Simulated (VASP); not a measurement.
# NaH: single point with PBE-based screened hybrid

NaH:

```
Na H
1.0
     0.00000    2.59692    2.59692
     2.59692    0.00000    2.59692
     2.59692    2.59692    0.00000
Na H
1 1
Cartesian
  0.0000 0.0000 0.0000
  1.2985 1.2985 1.2985
```

* Program: VASP 6.6.1
* Task: single point
* Functional: PBE-based screened hybrid
* Potentials or basis: VASP PAW PBE potentials, release 64 (Na_pv, H)
* Cutoff: 520 eV
* k mesh: 4 × 4 × 4
* Occupations: gaussian, width 0.01 eV
* Spin: no spin polarisation
* Dipole correction: no
* Grid for exact exchange (PRECFOCK): Normal
* Share of exact exchange: 0.5
* Further INCAR settings: ALGO = Normal; EDIFF = 1e-07; NBANDS = 11
* Screening parameter: 0.5 1/Å

```yaml
Pressure: -0.1 GPa
Band_gap_on_the_k_mesh: 4.56 eV, indirect (least direct gap 5.29 eV)
```

Levels at points of the mesh, in eV from the valence-band top:
```csv
k point,band 1,band 2,band 3,band 4,band 5,band 6,band 7,band 8,band 9
"(0.00, 0.00, 0.00)",-26.12,-26.12,-26.12,-2.92,9.48,14.70,14.70,14.70,17.40
"(0.50, 0.00, 0.00)",-26.16,-26.12,-26.12,-0.73,4.56,12.00,13.91,13.91,15.56
"(0.50, 0.50, 0.00)",-26.16,-26.13,-26.13,-0.08,6.04,8.56,10.94,10.94,13.68
```

It took 72 s on 1 thread of Intel(R) Xeon(R) Platinum 8488C (Sapphire Rapids), with other jobs on the host, peak memory 0.25 GiB.

Caveat: the k points lie up to 0.52 Å⁻¹ apart; the PAW data sets were made with another functional, which shifts forces and pressure a little. A k mesh can miss the band edges.
